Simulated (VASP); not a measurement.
A run of VASP 6.6.1:

INCAR

```
SYSTEM = Si2Sn
PREC = Accurate ; ENCUT = 600
EDIFF = 1E-6 ; ISMEAR = 0
SIGMA = 0.1 ; LREAL = .FALSE.
LASPH = .TRUE. ; NELM = 100
ALGO = Fast ; ISIF = 3
LWAVE = .FALSE. ; LCHARG = .FALSE.
GGA = PE ; IBRION = 2
NSW = 100 ; EDIFFG = -0.01
```

KPOINTS

```
Automatic mesh
0
G
  14 14 10
  0 0 0
```

POSCAR

```
Si2Sn
1.0
    3.2597313190     -1.9072633311      0.0000000000
    3.2597313190      1.9072633311      0.0000000000
   -0.0619097319      0.0000000000      5.0243602324
Si Sn
2 1
Direct
    0.6665674601      0.6665674601      0.4002917592
    0.3334325399      0.3334325399      0.5997082408
    0.0000000000      0.0000000000      0.0000000000
```

Potentials or basis: VASP PAW PBE potentials, release 64 (Si, Sn_d).

The run is started by

```bash
$ cat potpaw_PBE.64/Si/POTCAR potpaw_PBE.64/Sn_d/POTCAR > POTCAR
$ mpirun -np 1 vasp_std > vasp.out
```

Hardware: 1 thread of Oxide Virtual Turin-like Processor, on a shared host.

Problem. Estimate the wall time of this run.

Solution. Run time: 100 min on 1 thread of Oxide Virtual Turin-like Processor (shared host), peak memory 0.67 GiB. Counts: scf iterations 76, k points 534, ion steps 14.
